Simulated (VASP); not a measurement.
# LiCl (Fm-3m) in VASP: a series of runs

The runs below take LiCl through single point, relaxation of cell and atoms, with PBE.

All numbers are computed with VASP 6.6.1; they aren't measurements. Logs are shortened: lines on timing, memory, paths and dates and some standing lists are left out, and cuts for length are marked.

### Step 1. The cell of the first run

Symmetry: Fm-3m, No. 225, cubic system. The conventional cell has a = 5.252 Å, b = 5.252 Å, c = 5.252 Å, α = 90.00°, β = 90.00°, γ = 90.00°. Li (site symmetry m-3m) has 6 Cl at 2.63 Å within 3.5 Å. Cl (site symmetry m-3m) has 6 Li at 2.63 Å within 3.5 Å.

### Step 2. Single point, PBE (volume scaled by 1.06)

Input file INCAR:

```
ALGO = Normal
EDIFF = 1E-7
ENCUT = 520
GGA = PE
ISIF = 2
ISMEAR = 0
LASPH = True
LCHARG = False
LREAL = False
LWAVE = False
NBANDS = 12
NELM = 80
PREC = Accurate
SIGMA = 0.02
```

Input file KPOINTS:

```
k-points
0
Gamma
  8 8 8
```

Input file POSCAR:

```
LiCl
1.0
    0.0000000000      2.6259224070      2.6259224070
    2.6259224070      0.0000000000      2.6259224070
    2.6259224070      2.6259224070      0.0000000000
Li Cl
1 1
Direct
    0.5000000000      0.5000000000      0.5000000000
    0.0000000000      0.0000000000      0.0000000000
```

Potentials or basis: VASP PAW PBE potentials, release 64 (Li_sv, Cl).

Started as:

```sh
$ cat potpaw_PBE.64/Li_sv/POTCAR potpaw_PBE.64/Cl/POTCAR > POTCAR
$ mpirun -np 1 vasp_std > vasp.out
```

OUTCAR:

```text
EDIFF = 1E-7
   ENCUT = 520
   GGA = PE
   ISIF = 2
   ISMEAR = 0
   LASPH = True
   LREAL = False
   NELM = 80
   PREC = Accurate

 ion  position               nearest neighbor table
   1  0.500  0.500  0.500-   2 2.63   2 2.63   2 2.63   2 2.63   2 2.63   2 2.63
   2  0.000  0.000  0.000-   1 2.63   1 2.63   1 2.63   1 2.63   1 2.63   1 2.63

  LATTYP: Found a face centered cubic cell.
 ALAT       =     5.2518448140

  Lattice vectors:

 A1 = (   0.0000000000,   2.6259224070,   2.6259224070)
 A2 = (   2.6259224070,   0.0000000000,   2.6259224070)
 A3 = (   2.6259224070,   2.6259224070,   0.0000000000)

Analysis of symmetry for initial positions (statically):
=====================================================================
 Subroutine PRICEL returns:
 Original cell was already a primitive cell.

 Routine SETGRP: Setting up the symmetry group for a
 face centered cubic supercell.

 Subroutine GETGRP returns: Found 48 space group operations
 (whereof 48 operations were pure point group operations)
 out of a pool of 48 trial point group operations.

The static configuration has the point symmetry O_h .

Analysis of symmetry for dynamics (positions and initial velocities):
=====================================================================
 Subroutine PRICEL returns:
 Original cell was already a primitive cell.

 Routine SETGRP: Setting up the symmetry group for a
 face centered cubic supercell.

 Subroutine GETGRP returns: Found 48 space group operations
 (whereof 48 operations were pure point group operations)
 out of a pool of 48 trial point group operations.

The dynamic configuration has the point symmetry O_h .

 Subroutine INISYM returns: Found 48 space group operations
 (whereof 48 operations are pure point group operations),
 and found     1 'primitive' translations

----------------------------------------------------------------------------------------

                                     Primitive cell

  volume of cell :      36.2139

  direct lattice vectors                    reciprocal lattice vectors
     0.000000000  2.625922407  2.625922407    -0.190409282  0.190409282  0.190409282
     2.625922407  0.000000000  2.625922407     0.190409282 -0.190409282  0.190409282
     2.625922407  2.625922407  0.000000000     0.190409282  0.190409282 -0.190409282

  length of vectors
     3.713615082  3.713615082  3.713615082     0.329798551  0.329798551  0.329798551

  position of ions in fractional coordinates (direct lattice)
     0.500000000  0.500000000  0.500000000
     0.000000000  0.000000000  0.000000000
[... 87 lines left out ...]
   PSTRESS=    0.0 pullay stress
   NELECT =      10.0000    total number of electrons
   NUPDOWN=      -1.0000    fix difference up-down
   EMIN   =  10.00;   EMAX   =-10.00  energy-range for DOS
   EFERMI =   0.00;   METHOD = LEGACY
   ISMEAR =     0;   SIGMA  =   0.02  broadening in eV -4-tet -1-fermi 0-gaus
   EFERMI_NEDOS =   21; number of points for ismear=-14 and -15
   IALGO  =     38    algorithm
   IMIX   =      4    mixing-type and parameters
     AMIX     =   0.40;   BMIX     =  1.00
     AMIX_MAG =   1.60;   BMIX_MAG =  1.00
  volume/ion in A,a.u.               =      18.11       122.19
  Fermi-wavevector in a.u.,A,eV,Ry     =   1.066063  2.014567 15.462895  1.136491
  Thomas-Fermi vector in A             =   2.201635
   LORBIT       =      0    0 simple, 1 ext, 2 COOP (PROOUT), +10 PAW based schemes
   GGA     = PE    functional components
   LHFCALC =     F    Hartree Fock is set to
   AEXX    =    0.0000 exact exchange contribution
   IVDW    =     0    specifies the selected vdW correction
   LEPSILON=     F    determine dielectric tensor
   LRPA    =     F    only Hartree local field effects (RPA)
 non-spin polarized calculation
 Gauss-broadening in eV      SIGMA  =   0.02
  energy-cutoff  :      520.00
  volume of cell :       36.21
 maximum number of plane-waves:       992
   NGX = 13   NGY = 13   NGZ = 13

 number of electron      10.0000005 magnetization

 Free energy of the ion-electron system (eV)
  ---------------------------------------------------
  ext. energy  EPLUGINS =         0.00000000
  ---------------------------------------------------
  free energy    TOTEN  =        -7.37493115 eV

  energy without entropy =       -7.37493115  energy(sigma->0) =       -7.37493115

 E-fermi :   0.1752     XC(G=0):  -8.4292

 val. band max:        0.0730772723   @ k =   0.0000   0.0000   0.0000
 cond. band min:       6.0285444536   @ k =   0.0000   0.0000   0.0000
 fundamental gap:      5.9554671812
 Fermi energy:         0.1751957902

 k-point     1 :       0.0000    0.0000    0.0000
  band No.  band energies     occupation
      1     -43.5863      2.00000
      2     -13.0904      2.00000
      3       0.0731      2.00000
      4       0.0731      2.00000
      5       0.0731      2.00000
      6       6.0285      0.00000
      7      11.9434      0.00000
      8      11.9434      0.00000
      9      11.9434      0.00000
     10      14.1726      0.00000
     11      14.1727      0.00000
     12      14.1727      0.00000
[... 331 lines left out ...]
 k-point    24 :      -0.3750    0.2500    0.1250
  band No.  band energies     occupation
      1     -43.5842      2.00000
      2     -12.5152      2.00000
      3      -2.2096      2.00000
      4      -1.0793      2.00000
      5      -0.4376      2.00000
      6       8.1299      0.00000
      7       9.2740      0.00000
      8      10.4516      0.00000
      9      11.3653      0.00000
     10      15.2663      0.00000
     11      15.7398      0.00000
     12      17.8202      0.00000

 [... further k-points ...]

------------------------ aborting loop because EDIFF is reached ----------------------------------------

  FORCE on cell =-STRESS in cart. coord.  units (eV):
  Direction    XX          YY          ZZ          XY          YZ          ZX
  --------------------------------------------------------------------------------------
  -------------------------------------------------------------------------------------
  Total       -0.3930938     -0.3930938     -0.3930938      0.0000000      0.0000000      0.0000000
  in kB      -17.3912635    -17.3912635    -17.3912635      0.0000000      0.0000000      0.0000000
  external PRESSURE =     -17.3912635 kB  Pullay stress =       0.0000000 kB

 VOLUME and BASIS-vectors are now :
 -----------------------------------------------------------------------------
  energy-cutoff  :      520.00
  volume of cell :       36.21
      direct lattice vectors                 reciprocal lattice vectors
     0.000000000  2.625922407  2.625922407    -0.190409282  0.190409282  0.190409282
     2.625922407  0.000000000  2.625922407     0.190409282 -0.190409282  0.190409282
     2.625922407  2.625922407  0.000000000     0.190409282  0.190409282 -0.190409282

 POSITION                                       TOTAL-FORCE (eV/Angst)
 -----------------------------------------------------------------------------------
      2.62592      2.62592      2.62592         0.000000     -0.000000     -0.000000
      0.00000      0.00000      0.00000        -0.000000      0.000000      0.000000
 -----------------------------------------------------------------------------------
    total drift:                                0.000000      0.000000      0.000000

  FREE ENERGIE OF THE ION-ELECTRON SYSTEM (eV)
  ---------------------------------------------------
  free  energy   TOTEN  =        -7.3749311464 eV

  energy  without entropy=       -7.3749311464  energy(sigma->0) =       -7.37493115
```

stdout:

```text
POSCAR found type information on POSCAR LiCl
 POSCAR found :  2 types and       2 ions
 scaLAPACK will be used
 LDA part: xc-table for (Slater+PW92), standard interpolation
 POSCAR, INCAR and KPOINTS ok, starting setup
 FFT: planning ... GRIDC
 FFT: planning ... GRID_SOFT
 FFT: planning ... GRID
 WAVECAR not read
 entering main loop
```

Wall time 12 s (1 thread of Intel Xeon 6975P-C (Granite Rapids), shared host); peak memory 0.14 GiB.

What came out:

```
Free energy            : -7.3749 eV
Band gap on the k mesh : 5.96 eV, direct
```

Caveat: the cell differs from its parent crystal (volume scaled by 1.06); the cutoff is under 1.25 times the usual one of these potentials, so pressure, stress and relaxed cells hold a basis-set (Pulay) error. A k mesh can miss the band edges.

### Step 3. Single point, PBE (volume scaled by 1.10)

Input file INCAR:

```
PREC = Accurate
ENCUT = 520
EDIFF = 1E-7
ISMEAR = 0
SIGMA = 0.02
LREAL = False
LASPH = True
NELM = 100
ALGO = Normal
ISIF = 2
LWAVE = False
LCHARG = False
GGA = PE
NBANDS = 12
```

Input file KPOINTS:

```
regular mesh
0
Gamma
  8 8 8
```

Input file POSCAR:

```
LiCl
1.0
    0.0000000000      2.6585458969      2.6585458969
    2.6585458969      0.0000000000      2.6585458969
    2.6585458969      2.6585458969      0.0000000000
Li Cl
1 1
Direct
    0.5000000000      0.5000000000      0.5000000000
    0.0000000000      0.0000000000      0.0000000000
```

Potentials or basis: VASP PAW PBE potentials, release 64 (Li_sv, Cl).

Started as:

```sh
$ cat potpaw_PBE.64/Li_sv/POTCAR potpaw_PBE.64/Cl/POTCAR > POTCAR
$ mpirun -np 1 vasp_std > vasp.out
```

Run time: 13 s. Hardware: 1 thread of Intel Xeon 6975P-C (Granite Rapids), shared host; peak memory 0.14 GiB.

It converged, with:

| Item | Value |
| --- | --- |
| Free energy | -7.3572 eV |
| Band gap on the k mesh | 5.77 eV, direct |

Levels at points of the mesh, in eV from the valence-band top:
| k point | band 1 | band 2 | band 3 | band 4 | band 5 | band 6 | band 7 | band 8 | band 9 | band 10 |
| --- | --- | --- | --- | --- | --- | --- | --- | --- | --- | --- |
| (0.00, 0.00, 0.00) | -43.74 | -13.05 | 0.00 | 0.00 | 0.00 | 5.77 | 11.83 | 11.83 | 11.83 | 13.87 |
| (0.50, 0.00, 0.00) | -43.74 | -12.61 | -2.40 | -0.21 | -0.21 | 6.64 | 9.42 | 9.42 | 11.91 | 16.17 |
| (0.50, 0.50, 0.00) | -43.74 | -12.43 | -2.44 | -0.92 | -0.92 | 7.64 | 8.42 | 11.56 | 13.31 | 13.31 |

Caveat: the cell differs from its parent crystal (volume scaled by 1.10); the cutoff is under 1.25 times the usual one of these potentials, so pressure, stress and relaxed cells hold a basis-set (Pulay) error. A k mesh can miss the band edges.

### Step 4. Relaxation of cell and atoms, PBE

This run uses another cell than the first one, of 17.08 Å³/atom, 0.943 times its volume.

Input file INCAR:

```
SYSTEM = LiCl
PREC = Accurate ; ENCUT = 600
EDIFF = 1E-6 ; ISMEAR = 0
SIGMA = 0.1 ; LREAL = .FALSE.
LASPH = .TRUE. ; NELM = 60
ALGO = Normal ; ISIF = 3
LWAVE = .FALSE. ; LCHARG = .FALSE.
GGA = PE ; IBRION = 2
NSW = 90 ; EDIFFG = -0.04
```

Input file KPOINTS:

```
regular mesh
0
G
  6 6 6
  0 0 0
```

Input file POSCAR:

```
LiCl
1.0
    0.0000000000      2.5754113221      2.5754113221
    2.5754113221      0.0000000000      2.5754113221
    2.5754113221      2.5754113221      0.0000000000
Li Cl
1 1
Direct
    0.5000000000      0.5000000000      0.5000000000
    0.0000000000      0.0000000000      0.0000000000
```

Started as:

```sh
$ cat potpaw_PBE.64/Li_sv/POTCAR potpaw_PBE.64/Cl/POTCAR > POTCAR
$ mpirun -np 1 vasp_std > vasp.out
```

Wall time 8.1 s (1 thread of Intel Xeon 6975P-C (Granite Rapids), shared host); peak memory 0.15 GiB.

It converged, with:

| Quantity | Value |
| --- | --- |
| Free energy | -7.3858 eV |
| Pressure after relaxing | -0.1 GPa |
| Band gap on the k mesh | 6.27 eV, direct |

Final structure:
```cif
data_structure
_symmetry_space_group_name_H-M 'P 1'
_symmetry_Int_Tables_number 1
_cell_length_a 3.6422
_cell_length_b 3.6422
_cell_length_c 3.6422
_cell_angle_alpha 60.000
_cell_angle_beta 60.000
_cell_angle_gamma 60.000
_cell_volume 34.16
loop_
_atom_site_label
_atom_site_type_symbol
_atom_site_fract_x
_atom_site_fract_y
_atom_site_fract_z
_atom_site_occupancy
Li1 Li 0.50000 0.50000 0.50000 1
Cl1 Cl 0.00000 0.00000 0.00000 1
```

Levels at points of the mesh, in eV from the valence-band top:
```
           k point  band 2  band 3  band 4  band 5  band 6  band 7  band 8  band 9
(0.00, 0.00, 0.00)  -13.35    0.00    0.00    0.00    6.27   11.93   11.93   11.93
(0.50, 0.00, 0.00)  -12.80   -2.76   -0.25   -0.25    6.75    9.49    9.49   12.85
(0.50, 0.50, 0.00)  -12.56   -2.84   -1.08   -1.08    7.86    8.31   12.33   14.02
```

Caveat: the cutoff is under 1.25 times the usual one of these potentials, so pressure, stress and relaxed cells hold a basis-set (Pulay) error; the relaxation stopped at its first step, so nothing moved. PBE gaps usually lie below the measured ones, often by a third to a half.

### Step 5. Overview

| task | cell | k mesh | cutoff (eV) | smearing | gap on the mesh (eV) |
| --- | --- | --- | --- | --- | --- |
| single point | a = 3.714 Å, angles 60.0°, 2 atoms | 8 × 8 × 8 | 520 | gaussian 0.02 eV | 5.96 |
| single point | a = 3.760 Å, angles 60.0°, 2 atoms | 8 × 8 × 8 | 520 | gaussian 0.02 eV | 5.77 |
| relaxation of cell and atoms | relaxed from a = 3.642 Å, angles 60.0°, 2 atoms | 6 × 6 × 6 | 600 | gaussian 0.1 eV | 6.27 |

Alike in all rows: level PBE; potentials or basis VASP PAW PBE potentials, release 64 (Li_sv, Cl); no spin polarisation.

Caveats: the cutoff is under 1.25 times the usual one of these potentials, so pressure, stress and relaxed cells hold a basis-set (Pulay) error; the relaxation stopped at its first step, so nothing moved (some runs).

Total energies depend on the potentials used, so only differences within one code and one set of settings carry meaning.
